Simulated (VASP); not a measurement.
Sn2Ge:

```
Sn Ge
1.0
     0.00000    3.14297    3.14297
     3.14297    0.00000    3.14297
     3.14297    3.14297    0.00000
Sn Ge
2 1
Direct
  0.75000 0.75000 0.75000
  0.25000 0.25000 0.25000
  0.00000 0.00000 0.00000
```

```yaml
Program: VASP 6.6.1
Task: relaxation of cell and atoms
Functional: PBEsol
Potentials_or_basis: VASP PAW PBE potentials, release 64 (Sn_d, Ge_d)
Cutoff: 600 eV
k_mesh: 6 × 6 × 6
Occupations: gaussian, width 0.1 eV
Spin: no spin polarisation
```

At the start: pressure 24.5 GPa; volume 20.70 Å³/atom.

How do energy, volume and symmetry change on relaxing?

Over 3 steps the energy falls by 377.5 meV/atom and the volume is 26.96 Å³/atom (+30.2 %); space group Fm-3m (No. 225, to 0.1 Å) before and after.

Step by step:
| step | energy change (eV) | largest force (eV/Å) | pressure (GPa) | volume (Å³) |
| --- | --- | --- | --- | --- |
| 1 | 0.0000 | 0.0000 | 24.53 | 62.09 |
| 2 | -0.8513 | 0.0000 | -5.55 | 95.15 |
| 3 | -1.1324 | 0.0000 | -0.03 | 80.88 |

Final structure:
```
Sn Ge
1.0
     0.00000    3.43239    3.43239
     3.43239    0.00000    3.43239
     3.43239    3.43239    0.00000
Sn Ge
2 1
Cartesian
  5.1486 5.1486 5.1486
  1.7162 1.7162 1.7162
  0.0000 0.0000 0.0000
```

Caveat: the volume moved by over 15 % at a fixed basis, so the end points are rough; the PAW data sets were made with another functional, which shifts forces and pressure a little.
